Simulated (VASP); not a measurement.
# HfN (I4/mmm) in VASP: notebook

HfN is run at these levels: PBE; tasks: single point.

Program: VASP 6.6.1. These are calculated values, not measurements. Logs are shortened: lines on timing, memory, paths and dates and some standing lists are left out, and cuts for length are marked.

**1. The cell of the first run**

Symmetry: I4/mmm, No. 139, tetragonal system. Conventional cell: a = 3.291 Å, b = 3.291 Å, c = 4.586 Å, α = 90.00°, β = 90.00°, γ = 90.00°. Hf (site symmetry 4/mmm) has 6 N at 2.29 to 2.33 Å within 3.0 Å. N (site symmetry 4/mmm) has 6 Hf at 2.29 to 2.33 Å within 3.0 Å.

**2. Single point, PBE (strain +0.030 along x and y, +0.015 along z)**

File INCAR:

```
SYSTEM = HfN
PREC = Accurate
ENCUT = 520
EDIFF = 1E-6
ISMEAR = 0
SIGMA = 0.15
LREAL = .False.
LASPH = .True.
NELM = 60
ALGO = Normal
ISIF = 2
LWAVE = .False.
LCHARG = .True.
GGA = PE
LELF = .True.
LVHAR = .True.
NBANDS = 14
```

File KPOINTS:

```
regular mesh
0
Gamma
  18 18 18
  0 0 0
```

File POSCAR:

```
HfN
1.0
    0.0000000000      2.3267700000      2.2928850000
    2.3267700000      0.0000000000      2.2928850000
    2.3267700000      2.3267700000      0.0000000000
Hf N
1 1
Direct
    0.0000000000      0.0000000000      0.0000000000
    0.5000000000      0.5000000000      0.5000000000
```

Potentials or basis: VASP PAW PBE potentials, release 64 (Hf_pv, N).

Run with:

```sh
cat potpaw_PBE.64/Hf_pv/POTCAR potpaw_PBE.64/N/POTCAR > POTCAR
mpirun -np 1 vasp_std > vasp.out
```

OUTCAR:

```text
SYSTEM = HfN
   PREC = Accurate
   ENCUT = 520
   EDIFF = 1E-6
   ISMEAR = 0
   LREAL = .False.
   LASPH = .True.
   NELM = 60
   ISIF = 2
   GGA = PE

 ion  position               nearest neighbor table
   1  0.000  0.000  0.000-   2 2.29   2 2.29   2 2.33   2 2.33   2 2.33   2 2.33
   2  0.500  0.500  0.500-   1 2.29   1 2.29   1 2.33   1 2.33   1 2.33   1 2.33

  LATTYP: Found a body centered tetragonal cell.
 ALAT       =     3.2905496905
 C/A-ratio  =     1.3936182192

  Lattice vectors:

 A1 = (   0.0000000000,  -2.3267700000,  -2.2928850000)
 A2 = (   0.0000000000,   2.3267700000,  -2.2928850000)
 A3 = (   2.3267700000,   0.0000000000,   2.2928850000)

Analysis of symmetry for initial positions (statically):
=====================================================================
 Subroutine PRICEL returns:
 Original cell was already a primitive cell.

 Routine SETGRP: Setting up the symmetry group for a
 body centered tetragonal supercell.

 Subroutine GETGRP returns: Found 16 space group operations
 (whereof 16 operations were pure point group operations)
 out of a pool of 16 trial point group operations.

The static configuration has the point symmetry D_4h.

Analysis of symmetry for dynamics (positions and initial velocities):
=====================================================================
 Subroutine PRICEL returns:
 Original cell was already a primitive cell.

 Routine SETGRP: Setting up the symmetry group for a
 body centered tetragonal supercell.

 Subroutine GETGRP returns: Found 16 space group operations
 (whereof 16 operations were pure point group operations)
 out of a pool of 16 trial point group operations.

The dynamic configuration has the point symmetry D_4h.

 Subroutine INISYM returns: Found 16 space group operations
 (whereof 16 operations are pure point group operations),
 and found     1 'primitive' translations

----------------------------------------------------------------------------------------

                                     Primitive cell

  volume of cell :      24.8267

  direct lattice vectors                    reciprocal lattice vectors
     0.000000000  2.326770000  2.292885000    -0.214890170  0.214890170  0.218065886
     2.326770000  0.000000000  2.292885000     0.214890170 -0.214890170  0.218065886
     2.326770000  2.326770000  0.000000000     0.214890170  0.214890170 -0.218065886

  length of vectors
     3.266677250  3.266677250  3.290549691     0.374043180  0.374043180  0.374043180

  position of ions in fractional coordinates (direct lattice)
     0.000000000  0.000000000  0.000000000
     0.500000000  0.500000000  0.500000000

[... 83 lines left out ...]
   ISYM   =      2    0-nonsym 1-usesym 2-fastsym
   POTIM  = 0.5000    time-step for ionic-motion
   TEBEG  =    0.0;   TEEND  =   0.0 temperature during run
   PSTRESS=    0.0 pullay stress
   NELECT =      15.0000    total number of electrons
   NUPDOWN=      -1.0000    fix difference up-down
   EMIN   =  10.00;   EMAX   =-10.00  energy-range for DOS
   EFERMI =   0.00;   METHOD = LEGACY
   ISMEAR =     0;   SIGMA  =   0.15  broadening in eV -4-tet -1-fermi 0-gaus
   EFERMI_NEDOS =   21; number of points for ismear=-14 and -15
   IALGO  =     38    algorithm
   IMIX   =      4    mixing-type and parameters
     AMIX     =   0.40;   BMIX     =  1.00
     AMIX_MAG =   1.60;   BMIX_MAG =  1.00
  volume/ion in A,a.u.               =      12.41        83.77
  Fermi-wavevector in a.u.,A,eV,Ry     =   1.383988  2.615357 26.060893  1.915422
  Thomas-Fermi vector in A             =   2.508534
   LORBIT       =      0    0 simple, 1 ext, 2 COOP (PROOUT), +10 PAW based schemes
   GGA     = PE    functional components
   LHFCALC =     F    Hartree Fock is set to
   AEXX    =    0.0000 exact exchange contribution
   IVDW    =     0    specifies the selected vdW correction
   LEPSILON=     F    determine dielectric tensor
   LRPA    =     F    only Hartree local field effects (RPA)
 non-spin polarized calculation
 Gauss-broadening in eV      SIGMA  =   0.15
  energy-cutoff  :      520.00
  volume of cell :       24.83
 maximum number of plane-waves:       682
   NGX = 13   NGY = 13   NGZ = 13

 number of electron      14.9999999 magnetization

 Free energy of the ion-electron system (eV)
  ---------------------------------------------------
  ext. energy  EPLUGINS =         0.00000000
  ---------------------------------------------------
  free energy    TOTEN  =       -21.68307437 eV

  energy without entropy =      -21.67524752  energy(sigma->0) =      -21.67916094

 E-fermi :   7.7271     XC(G=0): -12.3476

 val. band max:        7.7206584484   @ k =  -0.3333   0.3889   0.1111
 cond. band min:       7.7272092163   @ k =  -0.1667   0.1111   0.2778
 fundamental gap:      0.0065507678
 Fermi energy:         7.7271243852

 k-point     1 :       0.0000    0.0000    0.0000
  band No.  band energies     occupation
      1     -23.7110      2.00000
      2     -23.7110      2.00000
      3     -23.6916      2.00000
      4      -9.3347      2.00000
      5       4.7837      2.00000
      6       4.7837      2.00000
      7       4.8383      2.00000
      8       7.3760      1.99907
      9       7.3760      1.99907
     10       7.5252      1.94301
     11       8.7842      0.00000
     12       9.4263      0.00000
     13       9.7052      0.00000
     14      17.1255      0.00000
[... 377 lines left out ...]
      1     -24.0582      2.00000
      2     -23.7504      2.00000
      3     -23.7386      2.00000
      4      -8.3297      2.00000
      5       1.6054      2.00000
      6       2.9021      2.00000
      7       3.2643      2.00000
      8       8.0641      0.00149
      9       8.5843      0.00000
     10       9.3999      0.00000
     11      11.4238      0.00000
     12      12.2633      0.00000
     13      12.7876      0.00000
     14      19.6134      0.00000

 [... further k-points ...]
[... 5 lines left out ...]
  --------------------------------------------------------------------------------------
  -------------------------------------------------------------------------------------
  Total       -2.5382844     -2.5382844     -1.7742451      0.0000000     -0.0000000     -0.0000000
  in kB     -163.8067068   -163.8067068   -114.4998740      0.0000000     -0.0000000     -0.0000000
  external PRESSURE =    -147.3710959 kB  Pullay stress =       0.0000000 kB

 VOLUME and BASIS-vectors are now :
 -----------------------------------------------------------------------------
  energy-cutoff  :      520.00
  volume of cell :       24.83
      direct lattice vectors                 reciprocal lattice vectors
     0.000000000  2.326770000  2.292885000    -0.214890170  0.214890170  0.218065886
     2.326770000  0.000000000  2.292885000     0.214890170 -0.214890170  0.218065886
     2.326770000  2.326770000  0.000000000     0.214890170  0.214890170 -0.218065886

 POSITION                                       TOTAL-FORCE (eV/Angst)
 -----------------------------------------------------------------------------------
      0.00000      0.00000      0.00000         0.000000      0.000000     -0.000000
      2.32677      2.32677      2.29289         0.000000      0.000000      0.000000
 -----------------------------------------------------------------------------------
    total drift:                                0.000000     -0.000000     -0.000000

  FREE ENERGIE OF THE ION-ELECTRON SYSTEM (eV)
  ---------------------------------------------------
  free  energy   TOTEN  =       -21.6830743711 eV

  energy  without entropy=      -21.6752475183  energy(sigma->0) =      -21.67916094
```

stdout:

```text
POSCAR found type information on POSCAR HfN
 POSCAR found :  2 types and       2 ions
 scaLAPACK will be used
 LDA part: xc-table for (Slater+PW92), standard interpolation
 POSCAR, INCAR and KPOINTS ok, starting setup
 FFT: planning ... GRIDC
 FFT: planning ... GRID_SOFT
 FFT: planning ... GRID
 WAVECAR not read
 entering main loop
```

Run time: 1.9 min. Hardware: 1 thread of Intel Xeon 8259CL, shared host; peak memory 0.29 GiB.

What came out:

* Free energy: -21.6831 eV
* Pressure: -14.7 GPa

Stress tensor (GPa, compression positive):
```
-16.38   0.00   0.00
  0.00 -16.38   0.00
  0.00   0.00 -11.45
```

Caveat: the cell differs from its parent crystal (strain +0.030 along x and y, +0.015 along z); spin-orbit coupling is left out, which moves the levels of the heavy elements.

**3. Single point, PBE (strain -0.015 along x and y, +0.015 along z)**

File INCAR:

```
ALGO = Normal
EDIFF = 1E-6
ENCUT = 520
GGA = PE
ISIF = 2
ISMEAR = 0
LASPH = True
LCHARG = False
LREAL = False
LWAVE = False
NBANDS = 14
NELM = 80
PREC = Accurate
SIGMA = 0.15
```

File KPOINTS:

```
k-points
0
Gamma
  18 18 18
```

File POSCAR:

```
HfN
1.0
    0.0000000000      2.2251150000      2.2928850000
    2.2251150000      0.0000000000      2.2928850000
    2.2251150000      2.2251150000      0.0000000000
Hf N
1 1
Direct
    0.0000000000      0.0000000000      0.0000000000
    0.5000000000      0.5000000000      0.5000000000
```

Potentials or basis: VASP PAW PBE potentials, release 64 (Hf_pv, N).

Run with:

```sh
cat potpaw_PBE.64/Hf_pv/POTCAR potpaw_PBE.64/N/POTCAR > POTCAR
mpirun -np 1 vasp_std > vasp.out
```

It took 36 s on 1 thread of Intel Xeon 6975P-C (Granite Rapids), shared host; peak memory 0.27 GiB.

The run converged. Its results:

* Free energy: -21.7240 eV
* Pressure: 8.1 GPa

Stress tensor (GPa, compression positive):
```
13.22  0.00  0.00
 0.00 13.22  0.00
 0.00  0.00 -2.08
```

Levels at points of the mesh, in eV from the Fermi level:
| k point | band 4 | band 5 | band 6 | band 7 | band 8 | band 9 | band 10 | band 11 | band 12 | band 13 |
| --- | --- | --- | --- | --- | --- | --- | --- | --- | --- | --- |
| (0.00, 0.00, 0.00) | -17.61 | -3.15 | -3.00 | -3.00 | -0.58 | -0.24 | -0.24 | 1.29 | 2.23 | 2.44 |
| (0.50, 0.00, 0.00) | -14.79 | -8.98 | -6.29 | -6.26 | 3.34 | 3.69 | 3.91 | 4.49 | 8.58 | 9.39 |
| (0.50, 0.50, 0.00) | -16.54 | -5.62 | -3.83 | -3.62 | -3.62 | 4.18 | 5.63 | 5.63 | 5.78 | 8.02 |
| (0.50, 0.00, 0.50) | -16.51 | -5.31 | -3.91 | -3.82 | -3.68 | 4.08 | 5.41 | 5.87 | 5.88 | 8.33 |

Caveat: the cell differs from its parent crystal (strain -0.015 along x and y, +0.015 along z); spin-orbit coupling is left out, which moves the levels of the heavy elements.

**4. Single point, PBE (strain -0.015 along x and y, +0.030 along z)**

File INCAR:

```
SYSTEM = HfN
PREC = Accurate ; ENCUT = 520
EDIFF = 1E-7 ; ISMEAR = 0
SIGMA = 0.15 ; LREAL = .False.
LASPH = .True. ; NELM = 100
ALGO = Normal ; ISIF = 2
LWAVE = .False. ; LCHARG = .True.
GGA = PE ; LELF = .True.
LVHAR = .True. ; NBANDS = 14
```

File KPOINTS:

```
regular mesh
0
Gamma
  18 18 18
  0 0 0
```

File POSCAR:

```
HfN
1.0
    0.0000000000      2.2251150000      2.3267700000
    2.2251150000      0.0000000000      2.3267700000
    2.2251150000      2.2251150000      0.0000000000
Hf N
1 1
Direct
    0.0000000000      0.0000000000      0.0000000000
    0.5000000000      0.5000000000      0.5000000000
```

Run with:

```sh
cat potpaw_PBE.64/Hf_pv/POTCAR potpaw_PBE.64/N/POTCAR > POTCAR
mpirun -np 1 vasp_std > vasp.out
```

Run time: 39 s. Hardware: 1 thread of Intel Xeon 6975P-C (Granite Rapids), shared host; peak memory 0.27 GiB.

Results (log left out):

```
Free energy : -21.7119 eV
Pressure    : 4.5 GPa
```

Stress tensor (GPa, compression positive):
```
11.49  0.00  0.00
 0.00 11.49  0.00
 0.00  0.00 -9.51
```

Levels at points of the mesh, in eV from the Fermi level:
```
           k point  band 5  band 6  band 7  band 8  band 9  band 10  band 11  band 12
(0.00, 0.00, 0.00)   -3.18   -2.98   -2.98   -0.69   -0.18    -0.18     0.90     2.29
(0.50, 0.00, 0.00)   -8.91   -6.24   -6.20    3.27    3.57     3.89     4.39     8.16
(0.50, 0.50, 0.00)   -5.72   -3.75   -3.57   -3.57    4.10     5.49     5.49     5.60
(0.50, 0.00, 0.50)   -5.27   -3.87   -3.85   -3.67    3.88     5.17     5.81     5.85
```

Caveat: the cell differs from its parent crystal (strain -0.015 along x and y, +0.030 along z); spin-orbit coupling is left out, which moves the levels of the heavy elements.

**5. Single point, PBE (strain +0.000 along x and y, +0.015 along z)**

File INCAR:

```
ALGO     = Normal         # electronic algorithm
EDIFF    = 1E-7           # SCF threshold, eV
ENCUT    = 520            # plane-wave cutoff, eV
GGA      = PE             # functional
ISIF     = 2              # what is computed and relaxed
ISMEAR   = 0              # smearing method
LASPH    = True           # aspherical terms in the spheres
LCHARG   = True           # write CHGCAR
LELF     = True           # ELF
LREAL    = False          # projectors in reciprocal space
LVHAR    = True         
LWAVE    = False          # write WAVECAR
NBANDS   = 14             # bands
NELM     = 60             # most SCF steps
PREC     = Accurate       # precision mode
SIGMA    = 0.15           # smearing width, eV
```

File KPOINTS:

```
k-points
0
Gamma
  18 18 18
```

File POSCAR:

```
HfN
1.0
    0.0000000000      2.2590000000      2.2928850000
    2.2590000000      0.0000000000      2.2928850000
    2.2590000000      2.2590000000      0.0000000000
Hf N
1 1
Direct
    0.0000000000      0.0000000000      0.0000000000
    0.5000000000      0.5000000000      0.5000000000
```

Run with:

```sh
cat potpaw_PBE.64/Hf_pv/POTCAR potpaw_PBE.64/N/POTCAR > POTCAR
mpirun -np 1 vasp_std > vasp.out
```

Wall time 39 s (1 thread of Intel Xeon 6975P-C (Granite Rapids), shared host); peak memory 0.27 GiB.

The run converged. Its results:

```
Free energy : -21.7551 eV
Pressure    : -0.9 GPa
```

Stress tensor (GPa, compression positive):
```
 1.29  0.00  0.00
 0.00  1.29  0.00
 0.00  0.00 -5.30
```

Levels at points of the mesh, in eV from the Fermi level:
| k point | band 4 | band 5 | band 6 | band 7 | band 8 | band 9 | band 10 | band 11 | band 12 | band 13 |
| --- | --- | --- | --- | --- | --- | --- | --- | --- | --- | --- |
| (0.00, 0.00, 0.00) | -17.42 | -3.05 | -2.99 | -2.99 | -0.44 | -0.28 | -0.28 | 1.46 | 2.03 | 2.05 |
| (0.50, 0.00, 0.00) | -14.78 | -8.80 | -6.11 | -6.10 | 3.21 | 3.59 | 3.69 | 4.35 | 8.47 | 8.84 |
| (0.50, 0.50, 0.00) | -16.34 | -5.51 | -3.71 | -3.64 | -3.64 | 4.02 | 5.41 | 5.41 | 5.43 | 7.72 |
| (0.50, 0.00, 0.50) | -16.33 | -5.36 | -3.75 | -3.74 | -3.67 | 4.00 | 5.31 | 5.45 | 5.52 | 7.87 |

Caveat: the cell differs from its parent crystal (strain +0.000 along x and y, +0.015 along z); spin-orbit coupling is left out, which moves the levels of the heavy elements.

**6. Overview**

```csv
cell,gap on the mesh (eV),pressure (GPa)
"a = 3.267, b = 3.267, c = 3.291 Å, angles 59.8, 59.8, 60.5°, 2 atoms",none,-14.7
"a = 3.195, b = 3.195, c = 3.147 Å, angles 60.5, 60.5, 59.0°, 2 atoms",none,8.1
"a = 3.219, b = 3.219, c = 3.147 Å, angles 60.7, 60.7, 58.5°, 2 atoms",none,4.5
"a = 3.219, b = 3.219, c = 3.195 Å, angles 60.2, 60.2, 59.5°, 2 atoms",none,-0.9
```

Alike in all rows: task single point; level PBE; potentials or basis VASP PAW PBE potentials, release 64 (Hf_pv, N); no spin polarisation; k mesh 18 × 18 × 18; cutoff (eV) 520; smearing gaussian 0.15 eV.

Caveats: spin-orbit coupling is left out, which moves the levels of the heavy elements.

Total energies depend on the potentials used, so only differences within one code and one set of settings carry meaning.
